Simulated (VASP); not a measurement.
Set up this calculation in VASP 6.6.1, as the native input.

| Item | Value |
| --- | --- |
| Task | single point |
| Functional | LDA |
| Potentials or basis | VASP PAW LDA potentials, release 64 (Sn_d, Te) |
| Cutoff | 500 eV |
| k mesh | 6 × 6 × 6 |
| Occupations | gaussian, width 0.01 eV |
| Spin | no spin polarisation |
| Dipole correction | no |
| Further INCAR settings | ALGO = Normal; EDIFF = 1e-06; NBANDS = 17 |

The structure of SnTe lies in POSCAR:

```
SnTe
1.0
    0.0000000000      3.1297027185      3.1297027185
    3.1297027185      0.0000000000      3.1297027185
    3.1297027185      3.1297027185      0.0000000000
Sn Te
1 1
Direct
    0.0000000000      0.0000000000      0.0000000000
    0.5000000000      0.5000000000      0.5000000000
```

The input as run:

INCAR

```
PREC = Accurate
ENCUT = 500
EDIFF = 1E-6
ISMEAR = 0
SIGMA = 0.01
LREAL = F
LASPH = T
NELM = 120
ALGO = Normal
ISIF = 2
LWAVE = F
LCHARG = F
NBANDS = 17
GGA_COMPAT = F
```

KPOINTS

```
regular mesh
0
Gamma
  6 6 6
```

Potentials or basis: VASP PAW LDA potentials, release 64 (Sn_d, Te).

Launch:

```bash
$ cat potpaw_LDA.64/Sn_d/POTCAR potpaw_LDA.64/Te/POTCAR > POTCAR
$ mpirun -np 1 vasp_std > vasp.out
```

Results of the run:

```json
{"Pressure": "-0.6 GPa", "Band gap on the k mesh": "0.18 eV, direct"}
```

Caveat: spin-orbit coupling is left out, which moves the levels of the heavy elements.

Wall time 6.9 s on 1 thread of AMD EPYC 9R45 96-Core Processor (Zen 5), with other jobs on the host, peak memory 0.13 GiB.
